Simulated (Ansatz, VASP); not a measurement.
## NaCl: VASP beside Ansatz

```
Na Cl
1.0
     0.00000    2.89288    2.89288
     2.89288    0.00000    2.89288
     2.89288    2.89288    0.00000
Na Cl
1 1
Direct
  0.00000 0.00000 0.00000
  0.50000 0.50000 0.50000
```

Alike in both runs: task relaxation of the atoms; functional r2SCAN; k mesh 8 × 8 × 8; no spin polarisation.

|  | VASP | Ansatz |
| --- | --- | --- |
| version | VASP 6.6.1 | Ansatz 0.2.0 |
| potentials or method | VASP PAW PBE potentials, release 64 (Na_pv, Cl), cutoff 520 eV | PAW plane waves |
| occupations | methfessel-paxton of order 1, width 0.0138 eV | cold, width 0.0138 eV |
| valence electrons in the cell | 14 | 16 |

VASP gave:

* gap on the k mesh at the Fermi level, each at its own relaxed structure (eV): 5.62

Task: Which values does Ansatz return?

Result: gap on the k mesh at the Fermi level, each at its own relaxed structure (eV): 5.60.

VASP's potentials were made for PBE, not for r2SCAN. VASP's potentials hold 14 valence electrons a cell and Ansatz's 16, so a difference there can come from the potentials and not from the codes. Ansatz's warnings: stress scf threshold loose.

Noted on VASP's run: the relaxation stopped at its first step, so nothing moved.
